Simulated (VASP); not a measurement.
LiCl, 4 atoms in the cell. It takes space group P6_3mc (No. 186, hexagonal). The conventional cell has a = 3.932 Å, b = 3.932 Å, c = 6.288 Å, α = 90.00°, β = 90.00°, γ = 120.00°. Li (site symmetry 3m) has 4 Cl at 2.39 to 2.40 Å within 3.2 Å. Within 3.2 Å of Cl (site symmetry 3m) lie 4 Li at 2.39 to 2.40 Å.  This cell differs from its parent crystal: volume changed by +3%.

- Program: VASP 6.6.1
- Task: single point
- Functional: r2SCAN
- Potentials or basis: VASP PAW PBE potentials, release 64 (Li_sv, Cl)
- Cutoff: 520 eV
- k mesh: 6 × 6 × 4
- Occupations: gaussian, width 0.01 eV
- Spin: no spin polarisation
- Dipole correction: no
- Further INCAR settings: ALGO = Normal; EDIFF = 1e-06; NBANDS = 18

Potentials or basis: VASP PAW PBE potentials, release 64 (Li_sv, Cl).

Run with:

```console
$ cat potpaw_PBE.64/Li_sv/POTCAR potpaw_PBE.64/Cl/POTCAR > POTCAR
$ cp INCAR.step1 INCAR
$ mpirun -np 1 vasp_std > vasp.out
$ cp INCAR.step2 INCAR
$ mpirun -np 1 vasp_std > vasp.out
```

Hardware: 1 thread of Intel(R) Xeon(R) 6975P-C (Granite Rapids), with other jobs on the host.

Q: How long does it take, and how much memory?

A: Wall time 89 s on 1 thread of Intel(R) Xeon(R) 6975P-C (Granite Rapids), on a shared host, peak memory 0.2 GiB. Counts: k points 21.
